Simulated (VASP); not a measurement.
Input of a VASP 6.6.1 run:

File POSCAR:

```
As2Se
1.0
   -3.5294180000      3.5294180000      2.6535710000
    3.5294180000     -3.5294180000      2.6535710000
    3.5294180000      3.5294180000     -2.6535710000
As Se
4 2
Direct
    0.8750000000      0.1250000000      0.7500000000
    0.3750000000      0.1250000000      0.2500000000
    0.8750000000      0.6250000000      0.7500000000
    0.8750000000      0.1250000000      0.2500000000
    0.5000000000      0.5000000000      0.0000000000
    0.2500000000      0.7500000000      0.5000000000
```

File INCAR.step1:

```
ALGO = Normal ; EDIFF = 1E-4
ENCUT = 520 ; GGA = PE
ISMEAR = 0 ; LASPH = T
LCHARG = F ; LREAL = F
LWAVE = T ; NBANDS = 25
NELM = 100 ; PREC = Accurate
SIGMA = 0.1
```

File INCAR.step2:

```
ALGO = Normal ; EDIFF = 1E-6
ENCUT = 520 ; ISIF = 2
ISMEAR = 0 ; ISTART = 1
LASPH = T ; LCHARG = T
LELF = T ; LMIXTAU = T
LREAL = F ; LVHAR = T
LWAVE = F ; METAGGA = R2SCAN
NBANDS = 25 ; NELM = 100
PREC = Accurate ; SIGMA = 0.1
```

KPOINTS

```
k-points
0
Gamma
  8 8 8
```

Potentials or basis: VASP PAW PBE potentials, release 64 (As, Se).

Launch:

```bash
$ cat potpaw_PBE.64/As/POTCAR potpaw_PBE.64/Se/POTCAR > POTCAR
$ cp INCAR.step1 INCAR
$ mpirun -np 1 vasp_std > vasp.out
$ cp INCAR.step2 INCAR
$ mpirun -np 1 vasp_std > vasp.out
```

Question: Predict the pressure.

Answer: -1.7 GPa.

Question: Estimate the band gap on the k mesh.

Answer: Zero (band 16 reaches 4.88 eV, above the bottom of band 17 at 4.43 eV).

Stress tensor (GPa, compression positive):
```
-1.32  0.00  0.00
 0.00 -1.32  0.00
 0.00  0.00 -2.54
```

Caveat: the PAW data sets were made with another functional, which shifts forces and pressure a little.
